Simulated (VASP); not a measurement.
Input of a VASP 6.6.1 run:

Contents of INCAR:

```
SYSTEM = Gd
PREC     = Accurate       ! precision mode
ENCUT    = 600            ! plane-wave cutoff, eV
EDIFF    = 1E-6           ! SCF threshold, eV
ISMEAR   = -1             ! smearing method
SIGMA    = 0.05           ! smearing width, eV
LREAL    = .FALSE.        ! projectors in reciprocal space
LASPH    = .TRUE.         ! aspherical terms in the spheres
NELM     = 200            ! most SCF steps
ALGO     = Normal         ! electronic algorithm
ISIF     = 2              ! what is computed and relaxed
LWAVE    = .FALSE.        ! write WAVECAR
LCHARG   = .FALSE.        ! write CHGCAR
ISPIN    = 2              ! spin polarisation
MAGMOM   = 7 7            ! initial moments
LORBIT   = 11             ! projections on sites
LMAXMIX  = 6              ! l up to which the mixer works
GGA      = B5             ! functional
ALDAX    = 1.0          
AGGAX    = 1.0          
AGGAC    = 1.0          
ALDAC    = 0.0          
NBANDS   = 29             ! bands
GGA_COMPAT= .FALSE.
```

File KPOINTS:

```
Automatic mesh
0
G
  8 8 5
  0 0 0
```

The input POSCAR:

```
Gd
1.0
    3.6360000000      0.0000000000      0.0000000000
   -1.8180000000      3.1488683682      0.0000000000
    0.0000000000      0.0000000000      5.7826000000
Gd
2
Direct
    0.6666666667      0.3333333333      0.7500000000
    0.3333333333      0.6666666667      0.2500000000
```

Potentials or basis: VASP PAW PBE potentials, release 64 (Gd).

Command:

```bash
$ cat potpaw_PBE.64/Gd/POTCAR > POTCAR
$ mpirun -np 1 vasp_std > vasp.out
```

Question: Predict the site moments.

Answer: Gd +6.91 μB.

Question: Estimate the pressure.

Answer: 2.1 GPa.

Question: Predict the net moment.

Answer: 14.84 μB per cell.

Stress tensor (GPa, compression positive):
```
2.09 0.00 0.00
0.00 2.09 0.00
0.00 0.00 2.18
```

Caveat: the PAW data sets were made with another functional, which shifts forces and pressure a little. The state reached can hang on the start; a lower one may exist.
